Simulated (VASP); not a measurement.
# Sc5AlN6 (P4/mmm) in VASP: a series of runs

Aim: see how the results for Sc5AlN6 move with the level of theory and the settings. Levels: PBE, PBEsol. Tasks: single point.

Program: VASP 6.6.1. These are calculated values, not measurements. Logs are shortened: lines on timing, memory, paths and dates and some standing lists are left out, and cuts for length are marked.

## Step 1: The cell of the first run

The structure is tetragonal, space group P4/mmm (No. 123). The conventional cell has a = 3.160 Å, b = 3.160 Å, c = 13.294 Å, α = 90.00°, β = 90.00°, γ = 90.00°. Within 2.8 Å of Sc (site symmetry 4mm) lie 6 N at 2.11 to 2.28 Å. Within 3.0 Å of Sc (site symmetry 4mm) lie 6 N at 2.23 to 2.31 Å. Sc (site symmetry 4/mmm) has 6 N at 2.23 to 2.26 Å within 3.0 Å. Within 2.7 Å of Al (site symmetry 4/mmm) lie 6 N at 2.07 to 2.23 Å. N (site symmetry 4/mmm) has 2 Sc at 2.11 Å and 4 Al at 2.23 Å within 2.8 Å. N (site symmetry 4mm) has 1 Al at 2.07 Å and 5 Sc at 2.24 to 2.31 Å within 2.7 Å. Within 3.0 Å of N (site symmetry 4mm) lie 6 Sc at 2.23 to 2.28 Å. Within 3.0 Å of N (site symmetry 4/mmm) lie 6 Sc at 2.23 to 2.27 Å.

## Step 2: Single point, PBE

The input, INCAR:

```
SYSTEM = Sc5AlN6
  ALGO = Normal
  EDIFF = 1E-7
  ENCUT = 520
  GGA = PE
  ISIF = 2
  ISMEAR = 0
  LASPH = .TRUE.
  LCHARG = .FALSE.
  LREAL = .FALSE.
  LWAVE = .FALSE.
  NBANDS = 56
  NELM = 60
  PREC = Accurate
  SIGMA = 0.1
```

The input, KPOINTS:

```
k-points
0
G
  6 6 2
  0 0 0
```

The input, POSCAR:

```
Sc5AlN6
1.0
    3.1604587000      0.0000000000      0.0000000000
    0.0000000000      3.1604587000      0.0000000000
    0.0000000000      0.0000000000     13.2943238000
Sc Al N
5 1 6
Direct
    0.0000000000      0.0000000000      0.6587730000
    0.0000000000      0.0000000000      0.3412270000
    0.5000000000      0.5000000000      0.1706020000
    0.0000000000      0.0000000000      0.0000000000
    0.5000000000      0.5000000000      0.8293980000
    0.5000000000      0.5000000000      0.5000000000
    0.0000000000      0.0000000000      0.5000000000
    0.5000000000      0.5000000000      0.3440950000
    0.0000000000      0.0000000000      0.1699400000
    0.5000000000      0.5000000000      0.0000000000
    0.0000000000      0.0000000000      0.8300600000
    0.5000000000      0.5000000000      0.6559050000
```

Potentials or basis: VASP PAW PBE potentials, release 64 (Sc_sv, Al, N).

Started as:

```sh
$ cat potpaw_PBE.64/Sc_sv/POTCAR potpaw_PBE.64/Al/POTCAR potpaw_PBE.64/N/POTCAR > POTCAR
$ mpirun -np 1 vasp_std > vasp.out
```

OUTCAR:

```text
SYSTEM = Sc5AlN6
   EDIFF = 1E-7
   ENCUT = 520
   GGA = PE
   ISIF = 2
   ISMEAR = 0
   LASPH = .TRUE.
   LREAL = .FALSE.
   NELM = 60
   PREC = Accurate

 ion  position               nearest neighbor table
   1  0.000  0.000  0.659-   7 2.11  12 2.24  12 2.24  12 2.24  12 2.24  11 2.28   6 3.07   6 3.07
                             6 3.07   6 3.07   5 3.18   5 3.18   5 3.18   5 3.18
   2  0.000  0.000  0.341-   7 2.11   8 2.24   8 2.24   8 2.24   8 2.24   9 2.28   6 3.07   6 3.07
                             6 3.07   6 3.07   3 3.18   3 3.18   3 3.18   3 3.18
   3  0.500  0.500  0.171-   9 2.23   9 2.23   9 2.23   9 2.23  10 2.27   8 2.31   4 3.18   4 3.18
                             4 3.18   4 3.18   2 3.18   2 3.18   2 3.18   2 3.18
   4  0.000  0.000  0.000-  10 2.23  10 2.23  10 2.23  10 2.23  11 2.26   9 2.26   5 3.18   5 3.18
                             3 3.18   5 3.18   3 3.18   3 3.18   5 3.18   3 3.18
   5  0.500  0.500  0.829-  11 2.23  11 2.23  11 2.23  11 2.23  10 2.27  12 2.31   4 3.18   4 3.18
                             4 3.18   4 3.18   1 3.18   1 3.18   1 3.18   1 3.18
   6  0.500  0.500  0.500-   8 2.07  12 2.07   7 2.23   7 2.23   7 2.23   7 2.23   2 3.07   2 3.07
                             1 3.07   2 3.07   1 3.07   1 3.07   2 3.07   1 3.07
   7  0.000  0.000  0.500-   1 2.11   2 2.11   6 2.23   6 2.23   6 2.23   6 2.23
   8  0.500  0.500  0.344-   6 2.07   2 2.24   2 2.24   2 2.24   2 2.24   3 2.31
   9  0.000  0.000  0.170-   3 2.23   3 2.23   3 2.23   3 2.23   4 2.26   2 2.28
  10  0.500  0.500  0.000-   4 2.23   4 2.23   4 2.23   4 2.23   5 2.27   3 2.27
  11  0.000  0.000  0.830-   5 2.23   5 2.23   5 2.23   5 2.23   4 2.26   1 2.28
  12  0.500  0.500  0.656-   6 2.07   1 2.24   1 2.24   1 2.24   1 2.24   5 2.31

  LATTYP: Found a simple tetragonal cell.
 ALAT       =     3.1604587000
 C/A-ratio  =     4.2064538923

  Lattice vectors:

 A1 = (   3.1604587000,   0.0000000000,   0.0000000000)
 A2 = (   0.0000000000,   3.1604587000,   0.0000000000)
 A3 = (   0.0000000000,   0.0000000000,  13.2943238000)

Analysis of symmetry for initial positions (statically):
=====================================================================
 Subroutine PRICEL returns:
 Original cell was already a primitive cell.

 Routine SETGRP: Setting up the symmetry group for a
 simple tetragonal supercell.

 Subroutine GETGRP returns: Found 16 space group operations
 (whereof 16 operations were pure point group operations)
 out of a pool of 16 trial point group operations.

The static configuration has the point symmetry D_4h.

Analysis of symmetry for dynamics (positions and initial velocities):
=====================================================================
 Subroutine PRICEL returns:
 Original cell was already a primitive cell.

 Routine SETGRP: Setting up the symmetry group for a
 simple tetragonal supercell.

 Subroutine GETGRP returns: Found 16 space group operations
 (whereof 16 operations were pure point group operations)
 out of a pool of 16 trial point group operations.

The dynamic configuration has the point symmetry D_4h.

 Subroutine INISYM returns: Found 16 space group operations
 (whereof 16 operations are pure point group operations),
 and found     1 'primitive' translations

----------------------------------------------------------------------------------------

                                     Primitive cell

  volume of cell :     132.7903

  direct lattice vectors                    reciprocal lattice vectors
     3.160458700  0.000000000  0.000000000     0.316409767  0.000000000  0.000000000
     0.000000000  3.160458700  0.000000000     0.000000000  0.316409767  0.000000000
     0.000000000  0.000000000 13.294323800     0.000000000  0.000000000  0.075220072

  length of vectors
     3.160458700  3.160458700 13.294323800     0.316409767  0.316409767  0.075220072

  position of ions in fractional coordinates (direct lattice)
     0.000000000  0.000000000  0.658773000
     0.000000000  0.000000000  0.341227000
     0.500000000  0.500000000  0.170602000
     0.000000000  0.000000000  0.000000000
     0.500000000  0.500000000  0.829398000
     0.500000000  0.500000000  0.500000000
     0.000000000  0.000000000  0.500000000
     0.500000000  0.500000000  0.344095000
     0.000000000  0.000000000  0.169940000
     0.500000000  0.500000000  0.000000000
     0.000000000  0.000000000  0.830060000
     0.500000000  0.500000000  0.655905000
[... 28 lines left out ...]
     0.000000000  0.052734961  0.000000000     0.000000000  0.166666667  0.000000000
     0.000000000  0.000000000  0.037610036     0.000000000  0.000000000  0.500000000

  Length of vectors
     0.052734961  0.052734961  0.037610036

  Shift w.r.t. Gamma in fractional coordinates (k-lattice)
     0.000000000  0.000000000  0.000000000

 Subroutine IBZKPT returns following result:
 ===========================================

 Found     20 irreducible k-points:

 Following reciprocal coordinates:
            Coordinates               Weight
  0.000000  0.000000  0.000000      1.000000
  0.166667  0.000000  0.000000      4.000000
  0.333333  0.000000  0.000000      4.000000
  0.500000  0.000000  0.000000      2.000000
  0.166667  0.166667  0.000000      4.000000
  0.333333  0.166667  0.000000      8.000000
[... 12 lines left out ...]
  0.500000  0.333333  0.500000      4.000000
  0.500000  0.500000  0.500000      1.000000
   k-points           NKPTS =     20   k-points in BZ     NKDIM =     20   number of bands    NBANDS=     56
   number of dos      NEDOS =    301   number of ions     NIONS =     12
   total plane-waves  NPLWV =  57600
   dimension x,y,z NGX =    24 NGY =   24 NGZ =  100
   dimension x,y,z NGXF=    48 NGYF=   48 NGZF=  200
   ions per type =               5   1   6
   NGX,Y,Z   is equivalent  to a cutoff of  12.62, 12.62, 12.51 a.u.
   NGXF,Y,Z  is equivalent  to a cutoff of  25.25, 25.25, 25.01 a.u.
 SYSTEM =  Sc5AlN6
   PREC   = accura    normal or accurate (medium, high low for compatibility)
   ISTART =      0    job   : 0-new  1-cont  2-samecut
   ICHARG =      2    charge: 1-file 2-atom 10-const
   ISPIN  =      1    spin polarized calculation?
   LNONCOLLINEAR =      F non collinear calculations
   LSORBIT =      F    spin-orbit coupling
   LASPH  =      T    aspherical Exc in radial PAW
   ENCUT  =  520.0 eV  38.22 Ry    6.18 a.u.   5.88  5.88 24.72*2*pi/ulx,y,z
   NELM   =     60;   NELMIN=  2; NELMDL= -5     # of ELM steps
   EDIFF  = 0.1E-06   stopping-criterion for ELM
   LREAL  =      F    real-space projection
   EDIFFG = 0.1E-05   stopping-criterion for IOM
   NSW    =      0    number of steps for IOM
   IBRION =     -1    ionic relax: 0-MD 1-quasi-New 2-CG
   NFREE  =      0    steps in history (QN), initial steepest desc. (CG)
   ISIF   =      2    stress and relaxation
   ISYM   =      2    0-nonsym 1-usesym 2-fastsym
   POTIM  = 0.5000    time-step for ionic-motion
   TEBEG  =    0.0;   TEEND  =   0.0 temperature during run
   PSTRESS=    0.0 pullay stress
   NELECT =      88.0000    total number of electrons
   NUPDOWN=      -1.0000    fix difference up-down
   EMIN   =  10.00;   EMAX   =-10.00  energy-range for DOS
   EFERMI =   0.00;   METHOD = LEGACY
   ISMEAR =     0;   SIGMA  =   0.10  broadening in eV -4-tet -1-fermi 0-gaus
   EFERMI_NEDOS =   21; number of points for ismear=-14 and -15
   IALGO  =     38    algorithm
   IMIX   =      4    mixing-type and parameters
     AMIX     =   0.40;   BMIX     =  1.00
     AMIX_MAG =   1.60;   BMIX_MAG =  1.00
  volume/ion in A,a.u.               =      11.07        74.68
  Fermi-wavevector in a.u.,A,eV,Ry     =   1.427294  2.697195 27.717371  2.037169
  Thomas-Fermi vector in A             =   2.547479
   LORBIT       =      0    0 simple, 1 ext, 2 COOP (PROOUT), +10 PAW based schemes
   GGA     = PE    functional components
   LHFCALC =     F    Hartree Fock is set to
   AEXX    =    0.0000 exact exchange contribution
   IVDW    =     0    specifies the selected vdW correction
   LEPSILON=     F    determine dielectric tensor
   LRPA    =     F    only Hartree local field effects (RPA)
 non-spin polarized calculation
 Gauss-broadening in eV      SIGMA  =   0.10
  energy-cutoff  :      520.00
  volume of cell :      132.79
 maximum number of plane-waves:      3624
 NGX is ok and might be reduce to    24
   NGX = 11   NGY = 11   NGZ = 49

 number of electron      88.0000002 magnetization

 Free energy of the ion-electron system (eV)
  ---------------------------------------------------
  ext. energy  EPLUGINS =         0.00000000
  ---------------------------------------------------
  free energy    TOTEN  =      -105.77673693 eV

  energy without entropy =     -105.77350247  energy(sigma->0) =     -105.77511970

 E-fermi :   6.1197     XC(G=0): -11.8799

 val. band max:        6.0911552904   @ k =   0.0000   0.0000   0.0000
 cond. band min:       6.1318513174   @ k =   0.0000   0.0000   0.0000
 fundamental gap:      0.0406960270
 Fermi energy:         6.1196802242

 k-point     1 :       0.0000    0.0000    0.0000
  band No.  band energies     occupation
      1     -42.2008      2.00000
      2     -42.1869      2.00000
      3     -42.0529      2.00000
      4     -42.0077      2.00000
      5     -42.0071      2.00000
      6     -21.0858      2.00000
[... 1169 lines left out ...]
     55      11.3880      0.00000
     56      11.4094      0.00000

------------------------ aborting loop because EDIFF is reached ----------------------------------------

  FORCE on cell =-STRESS in cart. coord.  units (eV):
  Direction    XX          YY          ZZ          XY          YZ          ZX
  --------------------------------------------------------------------------------------
  -------------------------------------------------------------------------------------
  Total        0.7795937      0.7795937      0.6094099      0.0000000      0.0000000     -0.0000000
  in kB        9.4061608      9.4061608      7.3528141      0.0000000      0.0000000     -0.0000000
  external PRESSURE =       8.7217119 kB  Pullay stress =       0.0000000 kB

 VOLUME and BASIS-vectors are now :
 -----------------------------------------------------------------------------
  energy-cutoff  :      520.00
  volume of cell :      132.79
      direct lattice vectors                 reciprocal lattice vectors
     3.160458700  0.000000000  0.000000000     0.316409767  0.000000000  0.000000000
     0.000000000  3.160458700  0.000000000     0.000000000  0.316409767  0.000000000
     0.000000000  0.000000000 13.294323800     0.000000000  0.000000000  0.075220072

 POSITION                                       TOTAL-FORCE (eV/Angst)
 -----------------------------------------------------------------------------------
      0.00000      0.00000      8.75794         0.000000      0.000000      0.046520
      0.00000      0.00000      4.53638        -0.000000      0.000000     -0.046520
      1.58023      1.58023      2.26804         0.000000      0.000000     -0.016355
      0.00000      0.00000      0.00000         0.000000      0.000000     -0.000000
      1.58023      1.58023     11.02629         0.000000     -0.000000      0.016355
      1.58023      1.58023      6.64716         0.000000      0.000000     -0.000000
      0.00000      0.00000      6.64716         0.000000      0.000000     -0.000000
      1.58023      1.58023      4.57451         0.000000     -0.000000      0.045570
      0.00000      0.00000      2.25924         0.000000      0.000000      0.015640
      1.58023      1.58023      0.00000         0.000000      0.000000     -0.000000
      0.00000      0.00000     11.03509        -0.000000      0.000000     -0.015640
      1.58023      1.58023      8.71981        -0.000000     -0.000000     -0.045570
 -----------------------------------------------------------------------------------
    total drift:                                0.000000     -0.000000      0.000000

  FREE ENERGIE OF THE ION-ELECTRON SYSTEM (eV)
  ---------------------------------------------------
  free  energy   TOTEN  =      -105.7767369276 eV

  energy  without entropy=     -105.7735024738  energy(sigma->0) =     -105.77511970
```

Run time: 81 s. Hardware: 1 thread of Intel Xeon 6975P-C (Granite Rapids), shared host; peak memory 0.28 GiB.

What came out:

| Property | Result |
| --- | --- |
| Free energy | -105.7767 eV |
| Pressure | 0.9 GPa |
| Largest force | 0.047 eV/Å |
| Band gap on the k mesh | 0.04 eV, direct |

Forces on the atoms (eV/Å):
```
Sc   0.000  0.000  0.047
Sc   0.000  0.000 -0.047
Sc   0.000  0.000 -0.016
Sc   0.000  0.000  0.000
Sc   0.000  0.000  0.016
Al   0.000  0.000  0.000
N    0.000  0.000  0.000
N    0.000  0.000  0.046
N    0.000  0.000  0.016
N    0.000  0.000  0.000
N    0.000  0.000 -0.016
N    0.000  0.000 -0.046
```

Levels at points of the mesh, in eV from the valence-band top:
```csv
k point,band 42,band 43,band 44,band 45,band 46,band 47
"(0.00, 0.00, 0.00)",-0.07,0.00,0.00,0.04,0.42,0.90
"(0.50, 0.00, 0.00)",-1.94,-1.74,-1.36,4.05,4.09,4.16
"(0.50, 0.50, 0.00)",-1.01,-1.01,-0.84,0.23,0.23,2.23
"(0.00, 0.00, 0.50)",-0.25,-0.20,-0.20,0.06,0.36,1.01
"(0.50, 0.00, 0.50)",-1.99,-1.69,-1.36,4.02,4.08,4.09
"(0.50, 0.50, 0.50)",-1.48,-1.43,-1.34,0.80,0.80,1.40
```

## Step 3: Single point, PBEsol

The input, INCAR:

```
SYSTEM = Sc5AlN6
PREC = Accurate
ENCUT = 520
EDIFF = 1E-6
ISMEAR = 0
SIGMA = 0.01
LREAL = .FALSE.
LASPH = .TRUE.
NELM = 60
ALGO = Normal
ISIF = 2
LWAVE = .FALSE.
LCHARG = .TRUE.
GGA = PS
LELF = .TRUE.
LVHAR = .TRUE.
NBANDS = 56
```

The input, KPOINTS:

```
regular mesh
0
G
  12 12 4
  0 0 0
```

POSCAR is that of step 2.

Potentials or basis: VASP PAW PBE potentials, release 64 (Sc_sv, Al, N).

Started as:

```sh
$ cat potpaw_PBE.64/Sc_sv/POTCAR potpaw_PBE.64/Al/POTCAR potpaw_PBE.64/N/POTCAR > POTCAR
$ mpirun -np 1 vasp_std > vasp.out
```

Run time: 4.9 min. Hardware: 1 thread of Intel Xeon 6975P-C (Granite Rapids), shared host; peak memory 0.55 GiB.

Results (log left out):

| Property | Result |
| --- | --- |
| Free energy | -111.2163 eV |
| Pressure | -5.1 GPa |
| Largest force | 0.035 eV/Å |
| Band gap on the k mesh | zero (band 44 reaches 5.97 eV, above the bottom of band 45 at 5.94 eV) |

Forces in eV/Å, atoms in the order of the input:
```
Sc   0.000  0.000  0.035
Sc   0.000  0.000 -0.035
Sc   0.000  0.000 -0.011
Sc   0.000  0.000  0.000
Sc   0.000  0.000  0.011
Al   0.000  0.000  0.000
N    0.000  0.000  0.000
N    0.000  0.000 -0.007
N    0.000  0.000  0.004
N    0.000  0.000  0.000
N    0.000  0.000 -0.004
N    0.000  0.000  0.007
```

Stress tensor (GPa, compression positive):
```
-5.12  0.00  0.00
 0.00 -5.12  0.00
 0.00  0.00 -4.99
```

Levels at points of the mesh, in eV from the Fermi level:
```tsv
k point	band 41	band 42	band 43	band 44	band 45	band 46	band 47	band 48
(0.00, 0.00, 0.00)	-0.54	-0.04	-0.01	0.03	0.03	0.38	0.86	1.58
(0.50, 0.00, 0.00)	-2.54	-1.93	-1.72	-1.33	4.07	4.12	4.18	4.22
(0.50, 0.50, 0.00)	-1.52	-0.98	-0.98	-0.81	0.18	0.18	2.22	2.22
(0.00, 0.00, 0.50)	-0.22	-0.22	-0.17	-0.17	0.01	0.31	0.98	1.46
(0.50, 0.00, 0.50)	-2.53	-1.97	-1.67	-1.34	4.04	4.10	4.11	4.23
(0.50, 0.50, 0.50)	-1.47	-1.47	-1.41	-1.31	0.78	0.78	1.38	1.38
```

Caveat: the PAW data sets were made with another functional, which shifts forces and pressure a little.
